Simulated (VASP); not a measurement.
Be16H (a cell with a defect), 17 atoms in the cell. The cell holds a defect, 17 atoms: a = 4.580 Å, b = 3.966 Å, c = 7.177 Å, α = 90.00°, β = 90.00°, γ = 90.00°. 

- Program: VASP 6.6.1
- Task: single point
- Functional: PBE
- Potentials or basis: VASP PAW PBE potentials, release 64 (Be, H)
- Cutoff: 520 eV
- k mesh: 5 × 5 × 3
- Occupations: fermi-dirac, width 0.15 eV
- Spin: no spin polarisation
- Dipole correction: no
- Further INCAR settings: LREAL = Auto; ALGO = Normal; EDIFF = 1e-07; NBANDS = 30

Potentials or basis: VASP PAW PBE potentials, release 64 (Be, H).

Command:

```console
$ cat potpaw_PBE.64/Be/POTCAR potpaw_PBE.64/H/POTCAR > POTCAR
$ mpirun -np 1 vasp_std > vasp.out
```

Hardware: 1 thread of Intel(R) Xeon(R) Platinum 8488C (Sapphire Rapids), on a shared host.

Estimate the wall time of this run.

Wall time 4.6 min on 1 thread of Intel(R) Xeon(R) Platinum 8488C (Sapphire Rapids), on a shared host, peak memory 0.27 GiB. Counts: scf iterations 14, k points 38.
